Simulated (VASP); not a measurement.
Here is a VASP 6.6.1 calculation.

File INCAR:

```
PREC = Accurate
ENCUT = 520
EDIFF = 1E-7
ISMEAR = -1
SIGMA = 0.02
LREAL = F
LASPH = T
NELM = 100
ALGO = Normal
ISIF = 2
LWAVE = F
LCHARG = T
LELF = T
LVHAR = T
NBANDS = 26
```

Contents of KPOINTS:

```
regular mesh
0
Gamma
  6 6 6
```

File POSCAR:

```
Cd2SeS
1.0
    1.9694779008      1.1370785962      6.4318416944
   -1.9694779008      1.1370785962      6.4318416944
    0.0000000000     -2.2741571924      6.4318416944
S Se Cd
1 1 2
Direct
    1.0000000000      0.0000000000      0.0000000000
    0.5000000000      0.5000000000      0.5000000000
    0.2530031832      0.2530031832      0.2530031832
    0.7469968168      0.7469968168      0.7469968168
```

Potentials or basis: VASP PAW LDA potentials, release 64 (S, Se, Cd).

Run with:

```sh
$ cat potpaw_LDA.64/S/POTCAR potpaw_LDA.64/Se/POTCAR potpaw_LDA.64/Cd/POTCAR > POTCAR
$ mpirun -np 1 vasp_std > vasp.out
```

(1) Predict the pressure.

(2) Estimate the band gap on the k mesh.

(3) Estimate the largest force.

Results:

(1) -4.1 GPa.

(2) zero (bands 18 and 19 overlap by 0.10 eV).

(3) 0.040 eV/Å.

Caveat: the cell stands under tension; semilocal functionals underestimate gaps, so a narrow gap can read as zero.
